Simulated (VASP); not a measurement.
Here is a VASP 6.6.1 calculation.

Contents of INCAR:

```
SYSTEM = SnTe
PREC     = Accurate       ! precision mode
ENCUT    = 500            ! plane-wave cutoff, eV
EDIFF    = 1E-6           ! SCF threshold, eV
ISMEAR   = 0              ! smearing method
SIGMA    = 0.01           ! smearing width, eV
LREAL    = .False.        ! projectors in reciprocal space
LASPH    = .True.         ! aspherical terms in the spheres
NELM     = 120            ! most SCF steps
ALGO     = Normal         ! electronic algorithm
ISIF     = 2              ! what is computed and relaxed
LWAVE    = .False.        ! write WAVECAR
LCHARG   = .False.        ! write CHGCAR
GGA      = CA             ! functional
NBANDS   = 17             ! bands
GGA_COMPAT= .False.
```

Contents of KPOINTS:

```
Automatic mesh
0
Gamma
  6 6 6
  0 0 0
```

The input POSCAR:

```
SnTe
1.0
    0.0000000000      3.0644815031      3.0644815031
    3.0644815031      0.0000000000      3.0644815031
    3.0644815031      3.0644815031      0.0000000000
Sn Te
1 1
Direct
    0.0000000000      0.0000000000      0.0000000000
    0.5000000000      0.5000000000      0.5000000000
```

Potentials or basis: VASP PAW LDA potentials, release 64 (Sn_d, Te).

Launch:

```sh
$ cat potpaw_LDA.64/Sn_d/POTCAR potpaw_LDA.64/Te/POTCAR > POTCAR
$ mpirun -np 1 vasp_std > vasp.out
```

Q: Predict the band gap on the k mesh.

A: 0.30 eV, direct.

Q: Predict the pressure.

A: 3.1 GPa.

Caveat: spin-orbit coupling is left out, which moves the levels of the heavy elements. A k mesh can miss the band edges.
